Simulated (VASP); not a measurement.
# TiO (P-6m2) in VASP: a series of runs, part 2 of 2

VASP 6.6.1. The steps go on from the part before.

## (3) Single point, r2SCAN

This run uses another cell than the first one, of the same volume but with other edges.

Input file POSCAR:

```
TiO
1.0
    2.8419656414      0.0000000000      0.0000000000
   -1.4209828207      2.4612144422      0.0000000000
    0.0000000000      0.0000000000      2.7429427463
Ti O
1 1
Direct
    0.6666666667      0.3333333333      0.0000000000
    0.0000000000      0.0000000000      0.5000000000
```

Input file INCAR.step1:

```
SYSTEM = TiO
PREC = Accurate ; ENCUT = 520
ISMEAR = 0 ; SIGMA = 0.15
LREAL = .FALSE. ; LASPH = .TRUE.
NELM = 100 ; NBANDS = 16
GGA = PE ; ALGO = Normal
EDIFF = 1E-4 ; LWAVE = .TRUE.
LCHARG = .FALSE.
```

Input file INCAR.step2:

```
SYSTEM = TiO
PREC = Accurate ; ENCUT = 520
EDIFF = 1E-7 ; ISMEAR = 0
SIGMA = 0.15 ; LREAL = .FALSE.
LASPH = .TRUE. ; NELM = 100
ALGO = Normal ; ISIF = 2
LWAVE = .FALSE. ; LCHARG = .FALSE.
METAGGA = R2SCAN ; LMIXTAU = .TRUE.
NBANDS = 16 ; ISTART = 1
```

Input file KPOINTS:

```
regular mesh
0
G
  30 30 24
  0 0 0
```

Potentials or basis: VASP PAW PBE potentials, release 64 (Ti_sv, O).

Run with:

```bash
$ cat potpaw_PBE.64/Ti_sv/POTCAR potpaw_PBE.64/O/POTCAR > POTCAR
$ cp INCAR.step1 INCAR
$ mpirun -np 1 vasp_std > vasp.out
$ cp INCAR.step2 INCAR
$ mpirun -np 1 vasp_std > vasp.out
```

OUTCAR:

```text
SYSTEM = TiO
   PREC = Accurate
   ENCUT = 520
   EDIFF = 1E-7
   ISMEAR = 0
   LREAL = .FALSE.
   LASPH = .TRUE.
   NELM = 100
   ISIF = 2
   METAGGA = R2SCAN
   ISTART = 1

 ion  position               nearest neighbor table
   1  0.667  0.333  0.000-   2 2.14   2 2.14   2 2.14   2 2.14   2 2.14   2 2.14
   2  0.000  0.000  0.500-   1 2.14   1 2.14   1 2.14   1 2.14   1 2.14   1 2.14

  LATTYP: Found a hexagonal cell.
 ALAT       =     2.8419656414
 C/A-ratio  =     0.9651568993

  Lattice vectors:

 A1 = (   2.8419656414,   0.0000000000,   0.0000000000)
 A2 = (  -1.4209828207,   2.4612144422,   0.0000000000)
 A3 = (   0.0000000000,   0.0000000000,   2.7429427463)

Analysis of symmetry for initial positions (statically):
=====================================================================
 Subroutine PRICEL returns:
 Original cell was already a primitive cell.

 Routine SETGRP: Setting up the symmetry group for a
 hexagonal supercell.

 Subroutine GETGRP returns: Found 12 space group operations
 (whereof 12 operations were pure point group operations)
 out of a pool of 24 trial point group operations.

The static configuration has the point symmetry D_3h.

Analysis of symmetry for dynamics (positions and initial velocities):
=====================================================================
 Subroutine PRICEL returns:
 Original cell was already a primitive cell.

 Routine SETGRP: Setting up the symmetry group for a
 hexagonal supercell.

 Subroutine GETGRP returns: Found 12 space group operations
 (whereof 12 operations were pure point group operations)
 out of a pool of 24 trial point group operations.

The dynamic configuration has the point symmetry D_3h.

 Subroutine INISYM returns: Found 12 space group operations
 (whereof 12 operations are pure point group operations),
 and found     1 'primitive' translations

----------------------------------------------------------------------------------------

                                     Primitive cell

  volume of cell :      19.1860

  direct lattice vectors                    reciprocal lattice vectors
     2.841965641  0.000000000  0.000000000     0.351869138  0.203151741  0.000000000
    -1.420982821  2.461214442  0.000000000     0.000000000  0.406303483  0.000000000
     0.000000000  0.000000000  2.742942746     0.000000000  0.000000000  0.364571955

  length of vectors
     2.841965641  2.841965641  2.742942746     0.406303483  0.406303483  0.364571955

  position of ions in fractional coordinates (direct lattice)
     0.666666667  0.333333333  0.000000000
     0.000000000  0.000000000  0.500000000

  ion indices of the primitive-cell ions
   primitive index   ion index
                 1           1
                 2           2

----------------------------------------------------------------------------------------

 KPOINTS: regular mesh

Automatic generation of k-mesh.
 Grid dimensions read from file:
 generate k-points for:   30   30   24

 Generating k-lattice:

  Cartesian coordinates                     Fractional coordinates (reciprocal lattice)
     0.011728971  0.006771725  0.000000000     0.033333333  0.000000000  0.000000000
     0.000000000  0.013543449  0.000000000     0.000000000  0.033333333  0.000000000
     0.000000000  0.000000000  0.015190498     0.000000000  0.000000000  0.041666667

  Length of vectors
     0.013543449  0.013543449  0.015190498

  Shift w.r.t. Gamma in fractional coordinates (k-lattice)
     0.000000000  0.000000000  0.000000000

 Subroutine IBZKPT returns following result:
 ===========================================

 Found   1183 irreducible k-points:

 Following reciprocal coordinates:
            Coordinates               Weight
  0.000000  0.000000  0.000000      1.000000
  0.033333  0.000000  0.000000      6.000000
  0.066667  0.000000  0.000000      6.000000
  0.100000  0.000000  0.000000      6.000000
  0.133333  0.000000  0.000000      6.000000
  0.166667  0.000000  0.000000      6.000000
[... 16 lines left out ...]
  0.233333  0.033333  0.000000     12.000000
  0.266667  0.033333  0.000000     12.000000
 [... further k-points ...]
   k-points           NKPTS =   1183   k-points in BZ     NKDIM =   1183   number of bands    NBANDS=     16
   number of dos      NEDOS =    301   number of ions     NIONS =      2
   total plane-waves  NPLWV =  11520
   dimension x,y,z NGX =    24 NGY =   24 NGZ =   20
   dimension x,y,z NGXF=    48 NGYF=   48 NGZF=   40
   ions per type =               1   1
   NGX,Y,Z   is equivalent  to a cutoff of  14.04, 14.04, 12.12 a.u.
   NGXF,Y,Z  is equivalent  to a cutoff of  28.08, 28.08, 24.24 a.u.
 SYSTEM =  TiO
   PREC   = accura    normal or accurate (medium, high low for compatibility)
   ISTART =      1    job   : 0-new  1-cont  2-samecut
   ICHARG =      0    charge: 1-file 2-atom 10-const
   ISPIN  =      1    spin polarized calculation?
   LNONCOLLINEAR =      F non collinear calculations
   LSORBIT =      F    spin-orbit coupling
   LASPH  =      T    aspherical Exc in radial PAW
   ENCUT  =  520.0 eV  38.22 Ry    6.18 a.u.   5.28  5.28  5.10*2*pi/ulx,y,z
   NELM   =    100;   NELMIN=  2; NELMDL=  0     # of ELM steps
   EDIFF  = 0.1E-06   stopping-criterion for ELM
   LREAL  =      F    real-space projection
   EDIFFG = 0.1E-05   stopping-criterion for IOM
   NSW    =      0    number of steps for IOM
   IBRION =     -1    ionic relax: 0-MD 1-quasi-New 2-CG
   NFREE  =      0    steps in history (QN), initial steepest desc. (CG)
   ISIF   =      2    stress and relaxation
   ISYM   =      2    0-nonsym 1-usesym 2-fastsym
   POTIM  = 0.5000    time-step for ionic-motion
   TEBEG  =    0.0;   TEEND  =   0.0 temperature during run
   PSTRESS=    0.0 pullay stress
   NELECT =      18.0000    total number of electrons
   NUPDOWN=      -1.0000    fix difference up-down
   EMIN   =  10.00;   EMAX   =-10.00  energy-range for DOS
   EFERMI =   0.00;   METHOD = LEGACY
   ISMEAR =     0;   SIGMA  =   0.15  broadening in eV -4-tet -1-fermi 0-gaus
   EFERMI_NEDOS =   21; number of points for ismear=-14 and -15
   IALGO  =     38    algorithm
   IMIX   =      4    mixing-type and parameters
     AMIX     =   0.40;   BMIX     =  1.00
     AMIX_MAG =   1.60;   BMIX_MAG =  1.00
  volume/ion in A,a.u.               =       9.59        64.74
  Fermi-wavevector in a.u.,A,eV,Ry     =   1.602645  3.028560 34.946168  2.568471
  Thomas-Fermi vector in A             =   2.699433
   LORBIT       =      0    0 simple, 1 ext, 2 COOP (PROOUT), +10 PAW based schemes
   METAGGA = R2SCAN    functional components
   LHFCALC =     F    Hartree Fock is set to
   AEXX    =    0.0000 exact exchange contribution
   IVDW    =     0    specifies the selected vdW correction
   LEPSILON=     F    determine dielectric tensor
   LRPA    =     F    only Hartree local field effects (RPA)
 non-spin polarized calculation
 Gauss-broadening in eV      SIGMA  =   0.15
  energy-cutoff  :      520.00
  volume of cell :       19.19
 maximum number of plane-waves:       528
 NGX is ok and might be reduce to    24

 number of electron      18.0000010 magnetization

 Free energy of the ion-electron system (eV)
  ---------------------------------------------------
  ext. energy  EPLUGINS =         0.00000000
  ---------------------------------------------------
  free energy    TOTEN  =       -24.34567656 eV

  energy without entropy =      -24.34505183  energy(sigma->0) =      -24.34536419

 E-fermi :  11.6550     XC(G=0): -13.7164

 val. band max:       11.6173160936   @ k =   0.0333   0.0000   0.3750
 cond. band min:      11.6811162117   @ k =   0.0000   0.0000   0.5000
 fundamental gap:      0.0638001181
 Fermi energy:        11.6549656198

 k-point     1 :       0.0000    0.0000    0.0000
  band No.  band energies     occupation
      1     -48.5465      2.00000
      2     -23.6013      2.00000
      3     -23.3676      2.00000
      4     -23.3676      2.00000
      5     -11.7596      2.00000
      6       5.2534      2.00000
[... 8 lines left out ...]
     15      26.7791      0.00000
     16      29.2543      0.00000
[... 419 lines left out ...]
 k-point    24 :       0.2667    0.0333    0.0000
  band No.  band energies     occupation
      1     -48.4712      2.00000
      2     -23.8898      2.00000
      3     -23.5362      2.00000
      4     -23.4747      2.00000
      5     -11.0152      2.00000
      6       3.1283      2.00000
[... 8 lines left out ...]
     15      25.4357      0.00000
     16      28.0701      0.00000

 [... further k-points ...]
[... 5 lines left out ...]
  --------------------------------------------------------------------------------------
  -------------------------------------------------------------------------------------
  Total       -0.4001147     -0.4001147      1.8326453      0.0000000      0.0000000      0.0000000
  in kB      -33.4125835    -33.4125835    153.0396530      0.0000000      0.0000000      0.0000000
  external PRESSURE =      28.7381620 kB  Pullay stress =       0.0000000 kB

 VOLUME and BASIS-vectors are now :
 -----------------------------------------------------------------------------
  energy-cutoff  :      520.00
  volume of cell :       19.19
      direct lattice vectors                 reciprocal lattice vectors
     2.841965641  0.000000000  0.000000000     0.351869138  0.203151741  0.000000000
    -1.420982821  2.461214442  0.000000000     0.000000000  0.406303483  0.000000000
     0.000000000  0.000000000  2.742942746     0.000000000  0.000000000  0.364571955

 POSITION                                       TOTAL-FORCE (eV/Angst)
 -----------------------------------------------------------------------------------
      1.42098      0.82040      0.00000        -0.000000      0.000000      0.000000
      0.00000      0.00000      1.37147         0.000000      0.000000      0.000000
 -----------------------------------------------------------------------------------
    total drift:                               -0.000000      0.000000      0.000000

  FREE ENERGIE OF THE ION-ELECTRON SYSTEM (eV)
  ---------------------------------------------------
  free  energy   TOTEN  =       -24.3456765606 eV

  energy  without entropy=      -24.3450518277  energy(sigma->0) =      -24.34536419
```

Run time: 16 min. Hardware: 1 thread of Intel Xeon Platinum 8259CL at 2.50GHz (Skylake/Cascade Lake), shared host; peak memory 0.44 GiB.

What came out:

- Free energy: -24.3457 eV
- Pressure: 2.9 GPa
- Band gap on the k mesh: zero (band 9 reaches 11.75 eV, above the bottom of band 10 at 11.68 eV)

Stress tensor (GPa, compression positive):
```
-3.34  0.00  0.00
 0.00 -3.34  0.00
 0.00  0.00 15.30
```

Levels at points of the mesh, in eV from the Fermi level:
```
           k point  band 5  band 6  band 7  band 8  band 9  band 10  band 11  band 12  band 13  band 14
(0.00, 0.00, 0.00)  -23.41   -6.40   -6.40   -5.71   -3.11     1.65     1.84     1.84     2.38     2.38
(0.50, 0.00, 0.00)  -22.19   -9.51   -6.75   -6.06   -2.62     1.76     1.93     2.90     3.11     6.87
(0.00, 0.00, 0.50)  -22.07   -9.88   -5.99   -5.99    0.03     0.03     1.01     1.99     1.99     7.40
(0.50, 0.00, 0.50)  -22.28   -8.62   -8.34   -7.29   -0.79     1.99     2.88     3.09     3.78     8.94
```

Caveat: the PAW data sets were made with another functional, which shifts forces and pressure a little; semilocal functionals often make such compounds metallic where correlation or magnetic order opens a gap, which also shifts bond lengths.

## (4) Single point, r2SCAN

This run uses another cell than the first one, of the same volume but with other edges.

Input file POSCAR:

```
TiO
1.0
    2.7583294382      0.0000000000      0.0000000000
   -1.3791647191      2.3887833655      0.0000000000
    0.0000000000      0.0000000000      2.9118038773
Ti O
1 1
Direct
    0.6666666667      0.3333333333      0.0000000000
    0.0000000000      0.0000000000      0.5000000000
```

Edit INCAR.step1 of step 3 so:

```diff
@@ -4,3 +4,3 @@
 LREAL = .FALSE. ; LASPH = .TRUE.
-NELM = 100 ; NBANDS = 16
+NELM = 60 ; NBANDS = 16
 GGA = PE ; ALGO = Normal
```

Edit INCAR.step2 of step 3 so:

```diff
@@ -4,3 +4,3 @@
 SIGMA = 0.15 ; LREAL = .FALSE.
-LASPH = .TRUE. ; NELM = 100
+LASPH = .TRUE. ; NELM = 60
 ALGO = Normal ; ISIF = 2
```

Input file KPOINTS:

```
Automatic mesh
0
G
  30 30 24
  0 0 0
```

Run with:

```bash
$ cat potpaw_PBE.64/Ti_sv/POTCAR potpaw_PBE.64/O/POTCAR > POTCAR
$ cp INCAR.step1 INCAR
$ mpirun -np 1 vasp_std > vasp.out
$ cp INCAR.step2 INCAR
$ mpirun -np 1 vasp_std > vasp.out
```

Wall time 17 min (1 thread of Intel Xeon Platinum 8259CL at 2.50GHz (Skylake/Cascade Lake), shared host); peak memory 0.45 GiB.

It converged, with:

```yaml
Free_energy: -24.3368 eV
Pressure: 1.0 GPa
Band_gap_on_the_k_mesh: zero (band 9 reaches 11.52 eV, above the bottom of band 10 at 11.51 eV)
```

Stress tensor (GPa, compression positive):
```
  8.06   0.00   0.00
  0.00   8.06   0.00
  0.00   0.00 -13.26
```

Levels at points of the mesh, in eV from the Fermi level:
| k point | band 6 | band 7 | band 8 | band 9 | band 10 | band 11 | band 12 | band 13 |
| --- | --- | --- | --- | --- | --- | --- | --- | --- |
| (0.00, 0.00, 0.00) | -5.91 | -5.52 | -5.52 | -3.17 | 1.61 | 1.61 | 2.44 | 2.44 |
| (0.50, 0.00, 0.00) | -9.22 | -7.01 | -5.39 | -2.56 | 1.87 | 2.38 | 2.99 | 3.30 |
| (0.00, 0.00, 0.50) | -9.54 | -5.19 | -5.19 | 0.08 | 0.08 | 0.22 | 2.43 | 2.43 |
| (0.50, 0.00, 0.50) | -8.21 | -8.14 | -6.57 | -1.07 | 2.07 | 2.92 | 3.26 | 3.91 |

Caveat: the PAW data sets were made with another functional, which shifts forces and pressure a little; semilocal functionals often make such compounds metallic where correlation or magnetic order opens a gap, which also shifts bond lengths.

## (5) Overview

| cell | gap on the mesh (eV) | pressure (GPa) |
| --- | --- | --- |
| a = 3.020, b = 3.020, c = 2.429 Å, angles 90.0, 90.0, 120.0°, 2 atoms | none | 13.9 |
| a = 2.842, b = 2.842, c = 2.743 Å, angles 90.0, 90.0, 120.0°, 2 atoms | none | 2.9 |
| a = 2.758, b = 2.758, c = 2.912 Å, angles 90.0, 90.0, 120.0°, 2 atoms | none | 1.0 |

Alike in all rows: task single point; level r2SCAN; potentials or basis VASP PAW PBE potentials, release 64 (Ti_sv, O); no spin polarisation; k mesh 30 × 30 × 24; cutoff (eV) 520; smearing gaussian 0.15 eV.

Caveats: the PAW data sets were made with another functional, which shifts forces and pressure a little; semilocal functionals often make such compounds metallic where correlation or magnetic order opens a gap, which also shifts bond lengths.

Total energies depend on the potentials used, so only differences within one code and one set of settings carry meaning.
